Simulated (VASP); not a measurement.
Input of a VASP 6.6.1 run:

File POSCAR:

```
SiC
1.0
    0.0000000000      2.1783189300      2.1783189300
    2.1783189300      0.0000000000      2.1783189300
    2.1783189300      2.1783189300      0.0000000000
Si C
1 1
Direct
    0.0000000000      0.0000000000      0.0000000000
    0.2500000000      0.2500000000      0.2500000000
```

File INCAR.step1:

```
SYSTEM = SiC
ALGO = Normal
EDIFF = 1E-5
ENCUT = 520
GGA = PE
ISIF = 2
ISMEAR = -1
LASPH = .TRUE.
LCHARG = .FALSE.
LREAL = .FALSE.
LWAVE = .TRUE.
NBANDS = 11
NELM = 60
PREC = Accurate
SIGMA = 0.02
```

Contents of INCAR.step2:

```
SYSTEM = SiC
AEXX = 0.25
ALGO = Normal
EDIFF = 1E-6
ENCUT = 520
GGA = PE
ISIF = 2
ISMEAR = -1
ISTART = 1
LASPH = .TRUE.
LCHARG = .FALSE.
LHFCALC = .TRUE.
LREAL = .FALSE.
LWAVE = .FALSE.
NBANDS = 11
NELM = 60
PREC = Accurate
PRECFOCK = Normal
SIGMA = 0.02
```

The input KPOINTS:

```
k-points
0
G
  8 8 8
  0 0 0
```

Potentials or basis: VASP PAW PBE potentials, release 64 (Si, C).

The run is started by

```bash
$ cat potpaw_PBE.64/Si/POTCAR potpaw_PBE.64/C/POTCAR > POTCAR
$ cp INCAR.step1 INCAR
$ mpirun -np 1 vasp_std > vasp.out
$ cp INCAR.step2 INCAR
$ mpirun -np 1 vasp_std > vasp.out
```

Task: What does it give for the pressure?

Result: -1.8 GPa.

Task: Estimate the band gap on the k mesh.

Result: 2.96 eV, indirect (least direct gap 6.48 eV).

Caveat: the PAW data sets were made with another functional, which shifts forces and pressure a little.

**Experimental background.**

“Insight into the structural, elastic and electronic properties of a new orthorhombic 6O-SiC polytype”, 2020, pmc:7200658 quotes, for a bulk crystal of SiC: band gap 2.4 eV (indirect).

A measured gap of SiC is 2.4 eV (indirect; quoted in “Insight into the structural, elastic and electronic properties of a new orthorhombic 6O-SiC polytype”, 2020, pmc:7200658); the calculated 2.96 eV misses it by +0.56 eV. The value is that of PBE0 on a finite k mesh, which can miss the band edges, without temperature or zero-point motion.
